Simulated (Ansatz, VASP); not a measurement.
P in VASP and in Ansatz

POSCAR

```
P
1.0
    2.4246941115      0.0000000000      0.0000000000
    0.0000000000      2.4385351442      0.0000000000
   -0.0203144631      0.0000000000      4.8524328982
P
2
Direct
    0.0000000300      0.0000000000      0.7494253600
    0.9999999700      0.0000000000      0.2505746400
```

The input INCAR.step1:

```
ALGO = Normal ; EDIFF = 1E-5
ENCUT = 520 ; GGA = PE
ISIF = 2 ; ISMEAR = -1
LASPH = T ; LCHARG = F
LREAL = F ; LWAVE = T
NBANDS = 12 ; NELM = 80
PREC = Accurate ; SIGMA = 0.05
```

File INCAR.step2:

```
AEXX = 0.25 ; ALGO = Normal
EDIFF = 1E-6 ; ENCUT = 520
GGA = PE ; HFSCREEN = 0.4
ISIF = 2 ; ISMEAR = -1
ISTART = 1 ; LASPH = T
LCHARG = F ; LHFCALC = T
LREAL = F ; LWAVE = F
NBANDS = 12 ; NELM = 80
PREC = Accurate ; PRECFOCK = Normal
SIGMA = 0.05
```

The input KPOINTS:

```
k-points
0
Gamma
  6 6 3
```

input.yaml

```yaml
crystal:
  lattice:
    - [2.4246941115, 0.0, 0.0]
    - [0.0, 2.4385351442, 0.0]
    - [-0.0203144631, 0.0, 4.8524328982]
  atoms:
    - { symbol: P, position: [3.0e-08, 0.0, 0.74942536] }
    - { symbol: P, position: [0.99999997, 0.0, 0.25057464] }
hamiltonian:
  xc: { exchange: pbe, correlation: pbe, exx: { coeff: 0.25, omega: 0.4 } }
  pseudopotentials: { kind: paw }
kpoints:
  mp_grid: { grid: [6, 6, 3] }
scf:
  occupations: { method: fermi_dirac, width: 0.05 }
output:
  forces: true
  stress: true
  eigenvalues: true
```

Alike in both runs: task single point; functional PBE-based screened hybrid with a share of 0.25 of exact exchange and HFSCREEN = 0.4; k mesh 6 × 6 × 3; occupations fermi-dirac, width 0.05 eV; no spin polarisation.

```csv
,VASP,Ansatz
version,VASP 6.6.1,Ansatz 0.2.0
potentials or method,"VASP PAW PBE potentials, release 64 (P)",Ansatz PAW
plane-wave cutoff (eV),520,420
valence electrons in the cell,10,10
```

Ansatz gave:

- gap on the k mesh at the Fermi level (eV): none
- pressure (GPa): -0.8
- traceless stress, the component that is largest in VASP (GPa): 0.64
- rms of the force components (eV/Å): 0.012

Task: What did VASP give for the same quantities?

Result: gap on the k mesh at the Fermi level (eV): none; pressure (GPa): -1.6; traceless stress, the component that is largest in VASP (GPa): 0.67; rms of the force components (eV/Å): 0.011.

VASP's potentials were made for PBE, not for PBE-based screened hybrid. Atom by atom the forces differ by 0.001 eV/Å (rms over components). A gap of «none» marks a metal or a gap that the smearing closes.

The k mesh is coarse, so the values compare programs but aren't converged.
